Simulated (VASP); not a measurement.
Here is a VASP 6.6.1 calculation.

INCAR

```
PREC = Accurate ; ENCUT = 520
EDIFF = 1E-7 ; ISMEAR = 0
SIGMA = 0.1 ; LREAL = F
LASPH = T ; NELM = 100
ALGO = Normal ; ISIF = 2
LWAVE = F ; LCHARG = T
GGA = PE ; LELF = T
LVHAR = T ; NBANDS = 26
```

Contents of KPOINTS:

```
Automatic mesh
0
Gamma
  16 16 16
```

The input POSCAR:

```
Sc3C
1.0
   -1.9047271790      1.9047271790      4.6689343970
    1.9047271790     -1.9047271790      4.6689343970
    1.9047271790      1.9047271790     -4.6689343970
Sc C
3 1
Direct
    0.5000000000      0.5000000000      0.0000000000
    0.2500000000      0.7500000000      0.5000000000
    0.7500000000      0.2500000000      0.5000000000
    0.0000000000      0.0000000000      0.0000000000
```

Potentials or basis: VASP PAW PBE potentials, release 64 (Sc_sv, C).

The run is started by

```sh
$ cat potpaw_PBE.64/Sc_sv/POTCAR potpaw_PBE.64/C/POTCAR > POTCAR
$ mpirun -np 1 vasp_std > vasp.out
```

Q: Predict the band gap on the k mesh.

A: Zero (an odd number of electrons rules out a gap without spin polarisation).

Q: What does it give for the pressure?

A: 0.2 GPa.

Stress tensor (GPa, compression positive):
```
0.22 0.00 0.00
0.00 0.22 0.00
0.00 0.00 0.15
```
